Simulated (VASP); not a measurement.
Write the native input for VASP 6.6.1 that does the following.

- Task: relaxation of shape and atoms at fixed volume
- Functional: PBEsol
- Potentials or basis: VASP PAW PBE potentials, release 64 (Hf_pv, C)
- Cutoff: 600 eV
- k mesh: 12 × 12 × 12
- Occupations: gaussian, width 0.05 eV
- Spin: no spin polarisation
- Dipole correction: no
- Further INCAR settings: ALGO = Normal; EDIFF = 1e-06; IBRION = 2; EDIFFG = -0.01; NSW = 60; ISIF = 4

The structure of HfC2 lies in POSCAR:

```
HfC2
1.0
   -1.6682754268      1.6682754268      2.9421389991
    1.6682754268     -1.6682754268      2.9421389991
    1.6682754268      1.6682754268     -2.9421389991
Hf C
1 2
Direct
    0.0000000000      0.0000000000      0.0000000000
    0.3854926807      0.3854926807      0.0000000000
    0.6145073193      0.6145073193      0.0000000000
```

The input as run:

INCAR

```
SYSTEM = HfC2
PREC = Accurate
ENCUT = 600
EDIFF = 1E-6
ISMEAR = 0
SIGMA = 0.05
LREAL = .FALSE.
LASPH = .TRUE.
NELM = 60
ALGO = Normal
ISIF = 4
LWAVE = .FALSE.
LCHARG = .FALSE.
GGA = PS
IBRION = 2
NSW = 60
EDIFFG = -0.01
```

KPOINTS

```
regular mesh
0
G
  12 12 12
  0 0 0
```

Potentials or basis: VASP PAW PBE potentials, release 64 (Hf_pv, C).

The run is started by

```bash
$ cat potpaw_PBE.64/Hf_pv/POTCAR potpaw_PBE.64/C/POTCAR > POTCAR
$ mpirun -np 1 vasp_std > vasp.out
```

Results of the run:

```json
{
  "Energy gained by relaxing": "0.3 meV/atom",
  "Ionic steps": "5",
  "Pressure after relaxing": "-5.0 GPa",
  "Largest force after relaxing": "0.004 eV/Å",
  "Band gap on the k mesh": "zero (bands 9 and 10 overlap by 3.82 eV)"
}
```

Caveat: the PAW data sets were made with another functional, which shifts forces and pressure a little; spin-orbit coupling is left out, which moves the levels of the heavy elements.

It took 93 s on 1 thread of AMD EPYC 9R45 96-Core Processor (Zen 5), with other jobs on the host, peak memory 0.21 GiB.
